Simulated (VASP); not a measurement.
A run of VASP 6.6.1 is set up as follows.

INCAR

```
SYSTEM = TiAl
ALGO = Fast
EDIFF = 1E-6
ENCUT = 520
GGA = PS
ISIF = 2
ISMEAR = 0
LASPH = .True.
LCHARG = .True.
LELF = .True.
LREAL = .False.
LVHAR = .True.
LWAVE = .False.
NBANDS = 14
NELM = 100
PREC = Accurate
SIGMA = 0.15
```

The input KPOINTS:

```
k-points
0
Gamma
  22 22 22
  0 0 0
```

File POSCAR:

```
TiAl
1.0
    2.8122402766      0.0000000000      0.0000000000
    0.0000000000      2.8122402766      0.0000000000
    0.0000000000      0.0000000000      3.9765077512
Ti Al
1 1
Direct
    0.0000000000      0.0000000000      0.0000000000
    0.5000000000      0.5000000000      0.5000000000
```

Potentials or basis: VASP PAW PBE potentials, release 64 (Ti_sv, Al).

The run is started by

```sh
$ cat potpaw_PBE.64/Ti_sv/POTCAR potpaw_PBE.64/Al/POTCAR > POTCAR
$ mpirun -np 1 vasp_std > vasp.out
```

(1) Estimate the pressure.

(2) Estimate the band gap on the k mesh.

## Answers

(1) 0.4 GPa.

(2) zero (an odd number of electrons rules out a gap without spin polarisation).

Caveat: the PAW data sets were made with another functional, which shifts forces and pressure a little.
